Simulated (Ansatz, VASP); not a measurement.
# Two plane-wave programs on PbSe

```
Pb Se
1.0
     0.00000    3.06215    3.06215
     3.06215    0.00000    3.06215
     3.06215    3.06215    0.00000
Pb Se
1 1
Direct
  0.00000 0.00000 0.00000
  0.54082 0.54082 0.45918
```

Change from the starting cell: all Se atoms moved -0.250 Å, as atom 2 towards its neighbour atom 1 (Pb) at 3.062 Å.

Alike in both runs: task single point; functional LDA; k mesh 10 × 10 × 10; occupations gaussian, width 0.03 eV; no spin polarisation.

|  | VASP | Ansatz |
| --- | --- | --- |
| version | VASP 6.6.1 | Ansatz 0.2.0 |
| potentials or method | VASP PAW LDA potentials, release 64 (Pb_d, Se), cutoff 520 eV | scalar-relativistic, plane waves, PAW |
| valence electrons in the cell | 20 | 30 |

|  | VASP | Ansatz | Ansatz less VASP |
| --- | --- | --- | --- |
| gap on the k mesh at the Fermi level (eV) | 0.77 | 0.77 | +0.004 |
| least direct gap on the mesh (eV) | 0.77 | 0.77 | +0.004 |
| pressure (GPa) | -1.2 | -1.3 | -0.11 |
| traceless stress, the component that is largest in VASP (GPa) | 1.69 | 1.67 | -0.023 |
| rms of the force components (eV/Å) | 0.158 | 0.150 | -0.0078 |

LDA's correlation is that of Perdew and Zunger in VASP and of Perdew and Wang (1992) in Ansatz. Atom by atom the forces differ by 0.008 eV/Å (rms over components). VASP's potentials hold 20 valence electrons a cell and Ansatz's 30, so a difference there can come from the potentials and not from the codes.

Spin-orbit coupling is off throughout.
